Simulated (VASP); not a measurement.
A run of VASP 6.6.1 is set up as follows.

The input INCAR:

```
SYSTEM = Si
PREC = Accurate ; ENCUT = 500
EDIFF = 1E-6 ; ISMEAR = -1
SIGMA = 0.1 ; LREAL = .FALSE.
LASPH = .TRUE. ; NELM = 120
ALGO = Normal ; ISIF = 2
LWAVE = .FALSE. ; LCHARG = .FALSE.
GGA = PS ; NBANDS = 11
GGA_COMPAT = .FALSE.
```

Contents of KPOINTS:

```
Automatic mesh
0
G
  12 12 12
  0 0 0
```

File POSCAR:

```
Si
1.0
   -2.3713725000      2.3713725000      1.3292655000
    2.3713725000     -2.3713725000      1.3292655000
    2.3713725000      2.3713725000     -1.3292655000
Si
2
Direct
    0.2500000000      0.7500000000      0.5000000000
    0.5000000000      0.5000000000      0.0000000000
```

Potentials or basis: VASP PAW PBE potentials, release 64 (Si).

Launch:

```console
$ cat potpaw_PBE.64/Si/POTCAR > POTCAR
$ mpirun -np 1 vasp_std > vasp.out
```

Problem. Estimate the pressure.

Solution. 1.0 GPa.

Problem. What does it give for the band gap on the k mesh?

Solution. Zero (bands 4 and 5 overlap by 6.91 eV).

Stress tensor (GPa, compression positive):
```
 2.32  0.00  0.00
 0.00  2.32  0.00
 0.00  0.00 -1.70
```

Caveat: the PAW data sets were made with another functional, which shifts forces and pressure a little.
